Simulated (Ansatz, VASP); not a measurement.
# One calculation of SnTe, two programs

```
Sn Te
1.0
    -0.99799    2.74446    2.74446
     2.74446   -0.99799    2.74446
     2.74446    2.74446   -0.99799
Sn Te
1 1
Cartesian
  0.0000 0.0000 0.0000
  2.2455 2.2455 2.2455
```

Alike in both runs: task single point; functional LDA; k mesh 10 × 10 × 10; occupations gaussian, width 0.03 eV; no spin polarisation.

|  | VASP | Ansatz |
| --- | --- | --- |
| version | VASP 6.6.1 | Ansatz 0.2.0 |
| potentials or method | VASP PAW LDA potentials, release 64 (Sn_d, Te), cutoff 520 eV | scalar-relativistic, plane waves, PAW |
| valence electrons in the cell | 20 | 30 |

|  | VASP | Ansatz | Ansatz less VASP |
| --- | --- | --- | --- |
| gap on the k mesh at the Fermi level (eV) | none | none | - |
| pressure (GPa) | -5.4 | -5.4 | +0.05 |
| traceless stress, the component that is largest in VASP (GPa) | 1.41 | 1.41 | +0.005 |

LDA's correlation is that of Perdew and Zunger in VASP and of Perdew and Wang (1992) in Ansatz. A gap of «none» marks a metal or a gap that the smearing closes. VASP's potentials hold 20 valence electrons a cell and Ansatz's 30, so a difference there can come from the potentials and not from the codes.

Spin-orbit coupling is off throughout.
